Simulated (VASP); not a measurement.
Wanted: the native input for a VASP 6.6.1 run.

```
Task                   : relaxation of cell and atoms
Functional             : PBE
Dispersion             : D3(BJ)
Potentials or basis    : VASP PAW PBE potentials, release 64 (Al)
Cutoff                 : 600 eV
k mesh                 : 18 × 18 × 10
Occupations            : fermi-dirac, width 0.15 eV
Spin                   : no spin polarisation
Dipole correction      : no
Further INCAR settings : ALGO = Normal; EDIFF = 1e-06; IBRION = 2; EDIFFG = -0.001; NSW = 80; ISIF = 3
```

The structure of Al lies in POSCAR:

```
Al
1.0
    2.8038237563      0.0000000000      0.0000000000
   -1.4019118781      2.4281826007      0.0000000000
    0.0000000000      0.0000000000      4.6763980349
Al
2
Direct
    0.6666666667      0.3333333333      0.7500000000
    0.3333333333      0.6666666667      0.2500000000
```

The input as run:

INCAR

```
SYSTEM = Al
ALGO = Normal
EDIFF = 1E-6
EDIFFG = -0.001
ENCUT = 600
GGA = PE
IBRION = 2
ISIF = 3
ISMEAR = -1
IVDW = 12
LASPH = .TRUE.
LCHARG = .FALSE.
LREAL = .FALSE.
LWAVE = .FALSE.
NELM = 100
NSW = 80
PREC = Accurate
SIGMA = 0.15
```

KPOINTS

```
k-points
0
G
  18 18 10
  0 0 0
```

Potentials or basis: VASP PAW PBE potentials, release 64 (Al).

The run is started by

```bash
$ cat potpaw_PBE.64/Al/POTCAR > POTCAR
$ mpirun -np 1 vasp_std > vasp.out
```

Results of the run:

```
Relaxed volume                         : 15.93 Å³/atom
Relaxed cell                           : a = 2.816 Å, b = 2.816 Å, c = 4.637 Å, α = 90.00°, β = 90.00°, γ = 120.00°
Space group after relaxing (to 0.05 Å) : P6_3/mmc (No. 194)
Energy gained by relaxing              : 0.3 meV/atom
Ionic steps                            : 6
Pressure after relaxing                : 0.0 GPa
Band gap on the k mesh                 : zero (band 3 reaches 12.53 eV, above the bottom of band 4 at 5.13 eV)
Dispersion energy per atom             : -0.349 eV
```

Caveat: pairwise dispersion overbinds metals, which lowers pressure and volume.

Wall time 55 s on 1 thread of Intel Xeon 6975P-C (shared host), peak memory 0.2 GiB.
